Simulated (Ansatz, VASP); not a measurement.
## Two plane-wave programs on Au

```xyz
1
Lattice="0.0000 2.1348 2.1348 2.1348 0.0000 2.1348 2.1348 2.1348 0.0000" Properties=species:S:1:pos:R:3 pbc="T T T"
Au    0.0000    0.0000    0.0000
```

Alike in both runs: task single point; functional BLYP; k mesh 13 × 13 × 13; occupations fermi-dirac, width 0.1 eV; non-collinear spin, spin-orbit coupling.

|  | VASP | Ansatz |
| --- | --- | --- |
| version | VASP 6.6.1 | Ansatz 0.2.0 |
| potentials or method | VASP PAW PBE potentials, release 64 (Au), cutoff 520 eV | plane waves (420 eV) with PAW, fully relativistic with spin-orbit coupling |
| valence electrons in the cell | 11 | 19 |

|  | VASP | Ansatz | Ansatz less VASP |
| --- | --- | --- | --- |
| net moment per atom (μB) | 0.00 | 0.00 | 0.000 |

VASP's potentials were made for PBE, not for BLYP. VASP's potentials hold 11 valence electrons a cell and Ansatz's 19, so a difference there can come from the potentials and not from the codes.
